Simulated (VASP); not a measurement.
Set up this calculation in VASP 6.6.1, as the native input.

```
Task                   : single point
Functional             : PBE
Potentials or basis    : VASP PAW PBE potentials, release 64 (B, As)
Cutoff                 : 520 eV
k mesh                 : 10 × 10 × 10
Occupations            : fermi-dirac, width 0.02 eV
Spin                   : no spin polarisation
Dipole correction      : no
Further INCAR settings : ALGO = Normal; EDIFF = 1e-06; NBANDS = 11
```

The structure of BAs lies in POSCAR:

```
BAs
1.0
    0.0000000000      2.3440302520      2.3440302520
    2.3440302520      0.0000000000      2.3440302520
    2.3440302520      2.3440302520      0.0000000000
B As
1 1
Direct
    0.0000000000      0.0000000000      0.0000000000
    0.2500000000      0.2500000000      0.2500000000
```

This cell differs from its parent crystal: strain -2.0%.

One way to write it, as run:

INCAR

```
  PREC = Accurate
  ENCUT = 520
  EDIFF = 1E-6
  ISMEAR = -1
  SIGMA = 0.02
  LREAL = F
  LASPH = T
  NELM = 100
  ALGO = Normal
  ISIF = 2
  LWAVE = F
  LCHARG = F
  GGA = PE
  NBANDS = 11
```

KPOINTS

```
Automatic mesh
0
Gamma
  10 10 10
```

Potentials or basis: VASP PAW PBE potentials, release 64 (B, As).

Run with:

```bash
$ cat potpaw_PBE.64/B/POTCAR potpaw_PBE.64/As/POTCAR > POTCAR
$ mpirun -np 1 vasp_std > vasp.out
```

Results of the run:

```json
{"Pressure": "12.6 GPa", "Band gap on the k mesh": "1.12 eV, indirect (least direct gap 3.35 eV)"}
```

Caveat: the cell differs from its parent crystal (strain -2.0%).

Run time: 13 s on 1 thread of Intel Xeon 6975P-C, with other jobs on the host, peak memory 0.16 GiB.
